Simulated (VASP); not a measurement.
# Tl (P-1) in VASP: a series of runs

Tl is run at these levels: PBE; tasks: single point, relaxation of cell and atoms.

Program: VASP 6.6.1. These are calculated values, not measurements. Logs are shortened: lines on timing, memory, paths and dates and some standing lists are left out, and cuts for length are marked.

**1. The cell of the first run**

The typed cell holds 2 atoms: a = 3.769 Å, b = 5.415 Å, c = 4.044 Å, α = 50.08°, β = 91.76°, γ = 91.09°.

**2. Single point, PBE**

The input, INCAR:

```
SYSTEM = Tl
  PREC = Accurate
  ENCUT = 520
  EDIFF = 1E-6
  ISMEAR = 0
  SIGMA = 0.1
  LREAL = .False.
  LASPH = .True.
  NELM = 100
  ALGO = Normal
  ISIF = 2
  LWAVE = .False.
  LCHARG = .True.
  GGA = PE
  LELF = .True.
  LVHAR = .True.
  NBANDS = 20
```

The input, KPOINTS:

```
Automatic mesh
0
Gamma
  6 4 4
  0 0 0
```

The input, POSCAR:

```
Tl
1.0
    3.7592753427      0.2518368933     -0.0869841589
   -0.4550489264      5.3820154370      0.3796279708
   -0.2071372091      2.3621203128      3.2755565309
Tl
2
Direct
   -0.1548078957      0.2538209519      0.8400126286
    0.3438976271      0.7551899311      0.8396160807
```

Potentials or basis: VASP PAW PBE potentials, release 64 (Tl_d).

Run with:

```console
cat potpaw_PBE.64/Tl_d/POTCAR > POTCAR
mpirun -np 1 vasp_std > vasp.out
```

OUTCAR:

```text
SYSTEM = Tl
   PREC = Accurate
   ENCUT = 520
   EDIFF = 1E-6
   ISMEAR = 0
   LREAL = .False.
   LASPH = .True.
   NELM = 100
   ISIF = 2
   GGA = PE

 ion  position               nearest neighbor table
   1  0.845  0.254  0.840-   2 3.27   2 3.27   2 3.32   2 3.34   2 3.59   2 3.60   2 3.67   2 3.67

   2  0.344  0.755  0.840-   1 3.27   1 3.27   1 3.32   1 3.34   1 3.59   1 3.60   1 3.67   1 3.67

  LATTYP: Found a triclinic cell.
 ALAT       =     4.0437345094
 B/A-ratio  =     1.0365110619
 C/A-ratio  =     0.9319863183
 COS(alpha) =     0.0050932014
 COS(beta)  =     0.0307578254
 COS(gamma) =     0.1357658949

  Lattice vectors:

 A1 = (   0.2071372091,  -2.3621203128,  -3.2755565309)
 A2 = (  -0.2479117173,   3.0198951242,  -2.8959285601)
 A3 = (   3.7592753427,   0.2518368933,  -0.0869841589)

Analysis of symmetry for initial positions (statically):
=====================================================================
 Subroutine PRICEL returns:
 Original cell was already a primitive cell.

 Routine SETGRP: Setting up the symmetry group for a
 triclinic supercell.

 Subroutine GETGRP returns: Found  2 space group operations
 (whereof  1 operations were pure point group operations)
 out of a pool of  2 trial point group operations.

The static configuration has the point symmetry C_1 .
 The point group associated with its full space group is S_2 .

Analysis of symmetry for dynamics (positions and initial velocities):
=====================================================================
 Subroutine PRICEL returns:
 Original cell was already a primitive cell.

 Routine SETGRP: Setting up the symmetry group for a
 triclinic supercell.

 Subroutine GETGRP returns: Found  2 space group operations
 (whereof  1 operations were pure point group operations)
 out of a pool of  2 trial point group operations.

The dynamic configuration has the point symmetry C_1 .
 The point group associated with its full space group is S_2 .

 Subroutine INISYM returns: Found  2 space group operations
 (whereof  1 operations are pure point group operations),
 and found     1 'primitive' translations

----------------------------------------------------------------------------------------

                                     Primitive cell

  volume of cell :      63.2537

  direct lattice vectors                    reciprocal lattice vectors
     3.759275343  0.251836893 -0.086984159     0.264528002  0.022321286  0.000631352
    -0.455048926  5.382015437  0.379627971    -0.016289536  0.194387137 -0.141209584
    -0.207137209  2.362120313  3.275556531     0.008912595 -0.021936180  0.321674200

  length of vectors
     3.768705237  5.414543110  4.043734509     0.265468835  0.240814980  0.322544448

  position of ions in fractional coordinates (direct lattice)
     0.845192104  0.253820952  0.840012629
     0.343897627  0.755189931  0.839616081

  ion indices of the primitive-cell ions
   primitive index   ion index
                 1           1
                 2           2

----------------------------------------------------------------------------------------

 KPOINTS: Automatic mesh

Automatic generation of k-mesh.
 Grid dimensions read from file:
 generate k-points for:    6    4    4

 Generating k-lattice:

  Cartesian coordinates                     Fractional coordinates (reciprocal lattice)
     0.044088000  0.003720214  0.000105225     0.166666667 -0.000000000 -0.000000000
    -0.004072384  0.048596784 -0.035302396    -0.000000000  0.250000000 -0.000000000
     0.002228149 -0.005484045  0.080418550    -0.000000000  0.000000000  0.250000000

  Length of vectors
     0.044244806  0.060203745  0.080636112

  Shift w.r.t. Gamma in fractional coordinates (k-lattice)
     0.000000000  0.000000000  0.000000000

 Subroutine IBZKPT returns following result:
 ===========================================

 Found     52 irreducible k-points:

 Following reciprocal coordinates:
            Coordinates               Weight
  0.000000  0.000000  0.000000      1.000000
  0.166667 -0.000000 -0.000000      2.000000
  0.333333  0.000000 -0.000000      2.000000
  0.500000  0.000000 -0.000000      1.000000
  0.000000  0.250000 -0.000000      2.000000
  0.166667  0.250000  0.000000      2.000000
[... 16 lines left out ...]
  0.333333  0.250000  0.250000      2.000000
  0.500000  0.250000  0.250000      2.000000
 [... further k-points ...]
   k-points           NKPTS =     52   k-points in BZ     NKDIM =     52   number of bands    NBANDS=     20
   number of dos      NEDOS =    301   number of ions     NIONS =      2
   total plane-waves  NPLWV =  33600
   dimension x,y,z NGX =    28 NGY =   40 NGZ =   30
   dimension x,y,z NGXF=    56 NGYF=   80 NGZF=   60
   ions per type =               2
   NGX,Y,Z   is equivalent  to a cutoff of  12.35, 12.28, 12.33 a.u.
   NGXF,Y,Z  is equivalent  to a cutoff of  24.70, 24.56, 24.67 a.u.
 SYSTEM =  Tl
   PREC   = accura    normal or accurate (medium, high low for compatibility)
   ISTART =      0    job   : 0-new  1-cont  2-samecut
   ICHARG =      2    charge: 1-file 2-atom 10-const
   ISPIN  =      1    spin polarized calculation?
   LNONCOLLINEAR =      F non collinear calculations
   LSORBIT =      F    spin-orbit coupling
   LASPH  =      T    aspherical Exc in radial PAW
   ENCUT  =  520.0 eV  38.22 Ry    6.18 a.u.   7.01 10.07  7.52*2*pi/ulx,y,z
   NELM   =    100;   NELMIN=  2; NELMDL= -5     # of ELM steps
   EDIFF  = 0.1E-05   stopping-criterion for ELM
   LREAL  =      F    real-space projection
   EDIFFG = 0.1E-04   stopping-criterion for IOM
   NSW    =      0    number of steps for IOM
   IBRION =     -1    ionic relax: 0-MD 1-quasi-New 2-CG
   NFREE  =      0    steps in history (QN), initial steepest desc. (CG)
   ISIF   =      2    stress and relaxation
   ISYM   =      2    0-nonsym 1-usesym 2-fastsym
   POTIM  = 0.5000    time-step for ionic-motion
   TEBEG  =    0.0;   TEEND  =   0.0 temperature during run
   PSTRESS=    0.0 pullay stress
   NELECT =      26.0000    total number of electrons
   NUPDOWN=      -1.0000    fix difference up-down
   EMIN   =  10.00;   EMAX   =-10.00  energy-range for DOS
   EFERMI =   0.00;   METHOD = LEGACY
   ISMEAR =     0;   SIGMA  =   0.10  broadening in eV -4-tet -1-fermi 0-gaus
   EFERMI_NEDOS =   21; number of points for ismear=-14 and -15
   IALGO  =     38    algorithm
   IMIX   =      4    mixing-type and parameters
     AMIX     =   0.40;   BMIX     =  1.00
     AMIX_MAG =   1.60;   BMIX_MAG =  1.00
  volume/ion in A,a.u.               =      31.63       213.43
  Fermi-wavevector in a.u.,A,eV,Ry     =   1.217225  2.300221 20.158875  1.481635
  Thomas-Fermi vector in A             =   2.352552
   LORBIT       =      0    0 simple, 1 ext, 2 COOP (PROOUT), +10 PAW based schemes
   GGA     = PE    functional components
   LHFCALC =     F    Hartree Fock is set to
   AEXX    =    0.0000 exact exchange contribution
   IVDW    =     0    specifies the selected vdW correction
   LEPSILON=     F    determine dielectric tensor
   LRPA    =     F    only Hartree local field effects (RPA)
 non-spin polarized calculation
 Gauss-broadening in eV      SIGMA  =   0.10
  energy-cutoff  :      520.00
  volume of cell :       63.25
 maximum number of plane-waves:      1722
   NGX = 15   NGY = 21   NGZ = 15

 number of electron      25.9999997 magnetization

 Free energy of the ion-electron system (eV)
  ---------------------------------------------------
  ext. energy  EPLUGINS =         0.00000000
  ---------------------------------------------------
  free energy    TOTEN  =        -4.44087098 eV

  energy without entropy =       -4.44019868  energy(sigma->0) =       -4.44053483

 E-fermi :   5.6252     XC(G=0):  -9.6879

 val. band max:        5.5065910733   @ k =  -0.3333  -0.2500   0.2500
 cond. band min:       5.7546475055   @ k =   0.5000   0.2500   0.2500
 fundamental gap:      0.2480564322
 Fermi energy:         5.6251907393

 k-point     1 :       0.0000    0.0000    0.0000
  band No.  band energies     occupation
      1      -6.1924      2.00000
      2      -6.1647      2.00000
      3      -6.1426      2.00000
      4      -6.0841      2.00000
      5      -5.8140      2.00000
      6      -5.6864      2.00000
[... 12 lines left out ...]
     19      15.7720      0.00000
     20      16.3006      0.00000

 k-point     2 :       0.1667   -0.0000   -0.0000
  band No.  band energies     occupation
      1      -6.1349      2.00000
      2      -6.1105      2.00000
      3      -6.1038      2.00000
      4      -6.0416      2.00000
      5      -5.8226      2.00000
      6      -5.6686      2.00000
[... 12 lines left out ...]
     19      14.5630      0.00000
     20      14.7309      0.00000

 k-point     3 :       0.3333    0.0000   -0.0000
  band No.  band energies     occupation
      1      -6.0455      2.00000
      2      -6.0045      2.00000
      3      -5.9268      2.00000
      4      -5.9163      2.00000
      5      -5.8307      2.00000
      6      -5.7423      2.00000
[... 12 lines left out ...]
     19      12.3692      0.00000
     20      14.8810      0.00000

 k-point     4 :       0.5000    0.0000   -0.0000
  band No.  band energies     occupation
      1      -5.8867      2.00000
      2      -5.8855      2.00000
      3      -5.8726      2.00000
      4      -5.8680      2.00000
      5      -5.8068      2.00000
      6      -5.8056      2.00000
[... 12 lines left out ...]
     19      13.3336      0.00000
     20      13.3360      0.00000

 k-point     5 :       0.0000    0.2500   -0.0000
  band No.  band energies     occupation
      1      -6.1146      2.00000
      2      -6.0666      2.00000
      3      -6.0352      2.00000
      4      -6.0099      2.00000
      5      -5.7928      2.00000
      6      -5.7559      2.00000
[... 12 lines left out ...]
     19      13.8809      0.00000
     20      13.9950      0.00000
[... 353 lines left out ...]
      6      -5.7456      2.00000
[... 12 lines left out ...]
     19      14.2151      0.00000
     20      14.7895      0.00000

 k-point    22 :       0.1667    0.2500    0.2500
  band No.  band energies     occupation
      1      -6.1193      2.00000
      2      -6.0401      2.00000
      3      -5.9903      2.00000
      4      -5.9339      2.00000
      5      -5.8071      2.00000
      6      -5.7500      2.00000
[... 12 lines left out ...]
     19      14.4770      0.00000
     20      15.5538      0.00000

 k-point    23 :       0.3333    0.2500    0.2500
  band No.  band energies     occupation
      1      -6.1632      2.00000
      2      -6.0088      2.00000
      3      -5.9709      2.00000
      4      -5.9553      2.00000
      5      -5.8219      2.00000
      6      -5.7117      2.00000
[... 12 lines left out ...]
     19      14.2054      0.00000
     20      15.6763      0.00000

 k-point    24 :       0.5000    0.2500    0.2500
  band No.  band energies     occupation
      1      -6.1571      2.00000
      2      -6.1156      2.00000
      3      -5.9956      2.00000
      4      -5.9869      2.00000
      5      -5.7437      2.00000
      6      -5.7270      2.00000
[... 12 lines left out ...]
     19      14.6577      0.00000
     20      15.0925      0.00000

 [... further k-points ...]
[... 5 lines left out ...]
  --------------------------------------------------------------------------------------
  -------------------------------------------------------------------------------------
  Total        0.0154864      0.0743452     -0.0536395      0.0553860      0.0350742      0.0102350
  in kB        0.3922606      1.8831184     -1.3586560      1.4028935      0.8884092      0.2592475
  external PRESSURE =       0.3055743 kB  Pullay stress =       0.0000000 kB

 VOLUME and BASIS-vectors are now :
 -----------------------------------------------------------------------------
  energy-cutoff  :      520.00
  volume of cell :       63.25
      direct lattice vectors                 reciprocal lattice vectors
     3.759275343  0.251836893 -0.086984159     0.264528002  0.022321286  0.000631352
    -0.455048926  5.382015437  0.379627971    -0.016289536  0.194387137 -0.141209584
    -0.207137209  2.362120313  3.275556531     0.008912595 -0.021936180  0.321674200

 POSITION                                       TOTAL-FORCE (eV/Angst)
 -----------------------------------------------------------------------------------
      2.88781      3.56313      2.77435        -0.004179      0.015757      0.000029
      0.77524      6.13432      3.00699         0.004179     -0.015757     -0.000029
 -----------------------------------------------------------------------------------
    total drift:                                0.000057      0.000014      0.000001

  FREE ENERGIE OF THE ION-ELECTRON SYSTEM (eV)
  ---------------------------------------------------
  free  energy   TOTEN  =        -4.4408709846 eV

  energy  without entropy=       -4.4401986840  energy(sigma->0) =       -4.44053483
```

Wall time 20 s (1 thread of Intel Xeon 6975P-C (Granite Rapids), shared host); peak memory 0.2 GiB.

What came out:

| Quantity | Value |
| --- | --- |
| Free energy | -4.4409 eV |
| Pressure | 0.0 GPa |
| Largest force | 0.016 eV/Å |
| Band gap on the k mesh | zero (band 13 reaches 8.57 eV, above the bottom of band 14 at 3.25 eV) |

Forces on the atoms (eV/Å):
```
Tl  -0.004  0.016  0.000
Tl   0.004 -0.016  0.000
```

Levels at points of the mesh, in eV from the Fermi level:
```csv
k point,band 9,band 10,band 11,band 12,band 13,band 14,band 15,band 16,band 17,band 18
"(0.00, 0.00, 0.00)",-11.10,-10.99,-9.47,-2.20,0.38,1.62,2.44,5.83,6.82,7.28
"(0.50, 0.00, 0.00)",-11.35,-11.35,-6.59,-6.57,2.75,2.76,4.03,4.05,4.77,4.80
"(0.00, 0.50, 0.00)",-11.35,-11.35,-7.14,-7.11,2.94,2.96,4.83,4.85,5.30,5.33
"(0.50, 0.50, 0.00)",-11.06,-11.06,-5.04,-5.00,-2.40,-2.38,4.42,4.97,7.15,7.66
"(0.00, 0.00, 0.50)",-11.14,-10.98,-6.31,-4.46,-2.78,-2.25,5.21,6.98,7.39,8.19
"(0.50, 0.00, 0.50)",-11.25,-11.25,-4.53,-4.53,0.53,0.54,0.67,0.68,1.36,1.38
"(0.00, 0.50, 0.50)",-11.36,-11.36,-6.97,-6.95,2.46,2.48,4.48,4.51,5.46,5.48
"(0.50, 0.50, 0.50)",-11.07,-11.03,-5.06,-4.66,-2.37,-2.20,4.06,4.43,6.78,7.04
```

Caveat: the k points lie up to 0.51 Å⁻¹ apart; spin-orbit coupling is left out, which moves the levels of the heavy elements.

**3. Relaxation of cell and atoms, PBE**

This run uses another cell than the first one: it holds 1 atom, not 2.

The input, INCAR:

```
SYSTEM = Tl
PREC = Accurate
ENCUT = 600
EDIFF = 1E-6
ISMEAR = 0
SIGMA = 0.1
LREAL = .FALSE.
LASPH = .TRUE.
NELM = 100
ALGO = Normal
ISIF = 3
LWAVE = .FALSE.
LCHARG = .FALSE.
GGA = PE
IBRION = 2
NSW = 90
EDIFFG = -0.04
```

The input, KPOINTS:

```
regular mesh
0
G
  6 6 6
  0 0 0
```

The input, POSCAR:

```
Tl
1.0
    3.2689388450      0.0000000000      0.0000000000
   -1.1558902319      3.1206032630      0.0000000000
   -0.9215392924     -1.5637094649      3.1003478926
Tl
1
Direct
    0.0000000000      0.5000000000      0.0000000000
```

Potentials or basis: VASP PAW PBE potentials, release 64 (Tl_d).

Run with:

```console
cat potpaw_PBE.64/Tl_d/POTCAR > POTCAR
mpirun -np 1 vasp_std > vasp.out
```

Wall time 88 s (1 thread of Intel Xeon 6975P-C (Granite Rapids), shared host); peak memory 0.2 GiB.

Results (log left out):

```yaml
Free_energy: -2.2266 eV
Relaxed_volume: 31.26 Å³/atom
Relaxed_cell: a = 3.451 Å, b = 3.446 Å, c = 3.462 Å, α = 111.78°, β = 102.24°, γ = 114.73°
Space_group_after_relaxing_to_0.05_Å: Immm (No. 71)
Energy_gained_by_relaxing: 48.7 meV/atom
Ionic_steps: 11
Pressure_after_relaxing: -0.1 GPa
```

Stress tensor (GPa, compression positive):
```
-0.07 -0.02  0.00
-0.02 -0.06  0.08
 0.00  0.08 -0.19
```

The path:
| step | energy change (eV) | largest force (eV/Å) | pressure (GPa) | volume (Å³) |
| --- | --- | --- | --- | --- |
| 1 | 0.0000 | 0.0000 | 0.43 | 31.63 |
| 2 | -0.0234 | 0.0000 | -0.29 | 32.00 |
| 3 | -0.0371 | 0.0000 | -0.81 | 32.35 |
| 4 | -0.0377 | 0.0000 | -0.91 | 32.45 |
| 5 | -0.0377 | 0.0000 | -0.89 | 32.42 |
| 6 | -0.0428 | 0.0000 | -0.19 | 31.45 |
| 7 | -0.0431 | 0.0000 | 0.07 | 31.17 |
| 8 | -0.0464 | 0.0000 | 0.27 | 30.90 |
| 9 | -0.0476 | 0.0000 | 0.46 | 30.68 |
| 10 | -0.0477 | 0.0000 | 0.57 | 30.59 |
| 11 | -0.0487 | 0.0000 | -0.10 | 31.26 |

Final structure:
```
Tl
1.0
     3.44813   -0.11703    0.07700
    -1.33224    3.17564   -0.13289
    -0.85528   -1.63033    2.93195
Tl
1
Direct
  0.00000 0.50000 0.00000
```

Levels at points of the mesh, in eV from the Fermi level:
```tsv
k point	band 4	band 5	band 6	band 7	band 8	band 9
(0.00, 0.00, 0.00)	-11.18	-11.06	-9.34	9.52	9.67	10.34
(0.50, 0.00, 0.00)	-11.02	-10.88	-4.97	-2.30	5.97	7.35
(0.00, 0.50, 0.00)	-11.01	-10.85	-4.44	-1.96	4.67	5.67
(0.50, 0.50, 0.00)	-11.07	-10.88	-5.23	-2.41	6.53	8.05
(0.00, 0.00, 0.50)	-11.07	-10.89	-5.27	-2.42	6.57	8.07
(0.50, 0.00, 0.50)	-11.00	-10.85	-4.49	-1.99	4.73	5.70
(0.00, 0.50, 0.50)	-11.02	-10.89	-4.99	-2.31	6.00	7.36
(0.50, 0.50, 0.50)	-10.91	-10.89	-2.28	0.17	2.03	2.85
```

Caveat: the k points lie up to 0.39 Å⁻¹ apart in the final cell; spin-orbit coupling is left out, which moves the levels of the heavy elements.
